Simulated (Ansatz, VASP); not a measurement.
Two plane-wave programs on Hf

POSCAR

```
Hf
1.0
    0.0000000000      1.9778947208      2.7967431353
    1.9778947208      0.0000000000      2.7967431353
    1.9778947208      1.9778947208      0.0000000000
Hf
1
Direct
    0.0000000000      0.0000000000      0.0000000000
```

Contents of INCAR.step1:

```
SYSTEM = Hf
PREC = Accurate ; ENCUT = 520
ISMEAR = 0 ; SIGMA = 0.15
LREAL = .FALSE. ; LASPH = .TRUE.
NELM = 60 ; NBANDS = 11
GGA = PE ; ALGO = Normal
EDIFF = 1E-4 ; LWAVE = .TRUE.
LCHARG = .FALSE.
```

INCAR.step2

```
SYSTEM = Hf
PREC = Accurate ; ENCUT = 520
EDIFF = 1E-7 ; ISMEAR = 0
SIGMA = 0.15 ; LREAL = .FALSE.
LASPH = .TRUE. ; NELM = 60
ALGO = Normal ; ISIF = 2
LWAVE = .FALSE. ; LCHARG = .FALSE.
METAGGA = R2SCAN ; LMIXTAU = .TRUE.
NBANDS = 11 ; ISTART = 1
```

KPOINTS

```
regular mesh
0
G
  20 20 20
  0 0 0
```

Input for Ansatz:

```yaml
crystal:
  lattice:
    - [0.0, 1.9778947208, 2.7967431353]
    - [1.9778947208, 0.0, 2.7967431353]
    - [1.9778947208, 1.9778947208, 0.0]
  atoms:
    - { symbol: Hf, position: [0.0, 0.0, 0.0] }
basis:
  ecutwfc: 500
kpoints:
  mp_grid: { grid: [20, 20, 20] }
hamiltonian:
  xc: r2scan
scf:
  occupations: { method: gaussian, width: 0.15 }
output:
  forces: true
  stress: true
  eigenvalues: true
```

Alike in both runs: task single point; functional r2SCAN; k mesh 20 × 20 × 20; occupations gaussian, width 0.15 eV; no spin polarisation.

```csv
,VASP,Ansatz
version,VASP 6.6.1,Ansatz 0.2.0
potentials or method,"VASP PAW PBE potentials, release 64 (Hf_pv), cutoff 520 eV","scalar-relativistic, plane waves, PAW"
valence electrons in the cell,10,26
```

Ansatz gave:

| Property | Result |
| --- | --- |
| gap on the k mesh at the Fermi level (eV) | none |
| pressure (GPa) | 0.9 |
| traceless stress, the component that is largest in VASP (GPa) | -15.01 |

**Question.** What did VASP give for the same quantities?

**Answer.** gap on the k mesh at the Fermi level (eV): none; pressure (GPa): 0.4; traceless stress, the component that is largest in VASP (GPa): -15.17.

VASP's potentials were made for PBE, not for r2SCAN. A gap of «none» marks a metal or a gap that the smearing closes. With one functional, cell and mesh, what is left measures potentials, basis and numerics. VASP's potentials hold 10 valence electrons a cell and Ansatz's 26, so a difference there can come from the potentials and not from the codes.

Neither program's run includes spin-orbit coupling.
